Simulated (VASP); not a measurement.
Runs of VASP 6.6.1 on SiGe. The structure is that of space group P6_3mc (No. 186), or close to it. The cells are those of the table. 

| cell | gap on the mesh (eV) | pressure (GPa) | largest force (eV/Å) |
| --- | --- | --- | --- |
| a = 4.100, b = 4.100, c = 6.773 Å, angles 90.0, 90.0, 120.0°, 4 atoms | 0.02 | -8.6 | 0.04 |
| a = 4.100, b = 4.100, c = 6.451 Å, angles 90.0, 90.0, 120.0°, 4 atoms | none | -6.2 | 0.39 |
| a = 3.709, b = 3.709, c = 6.773 Å, angles 90.0, 90.0, 120.0°, 4 atoms | 0.08 | 5.9 | 0.95 |
| a = 3.709, b = 3.709, c = 6.128 Å, angles 90.0, 90.0, 120.0°, 4 atoms | 0.06 | 17.0 | 0.09 |
| a = 3.709, b = 3.709, c = 6.451 Å, angles 90.0, 90.0, 120.0°, 4 atoms | 0.27 | 10.4 | 0.73 |
| a = 4.100, b = 4.100, c = 6.128 Å, angles 90.0, 90.0, 120.0°, 4 atoms | none | (b) | 1.15 |
| a = 3.904, b = 3.904, c = 6.773 Å, angles 90.0, 90.0, 120.0°, 4 atoms | 0.29 | -3.5 | 0.30 |
| a = 3.904, b = 3.904, c = 6.128 Å, angles 90.0, 90.0, 120.0°, 4 atoms | none | (a) | 0.69 |

Alike in all rows: task single point; level PBEsol; potentials or basis VASP PAW PBE potentials, release 64 (Si, Ge_d); no spin polarisation; k mesh 12 × 12 × 6; cutoff (eV) 520; smearing gaussian 0.03 eV.

Task: Fill in the values left out.

Result: (a) 4.8; (b) -2.2.

Caveats: the PAW data sets were made with another functional, which shifts forces and pressure a little.

A k mesh can miss the band edges, and the runs leave out spin-orbit coupling on Ge.

A gap of «none» marks levels without a gap at the run's occupations.
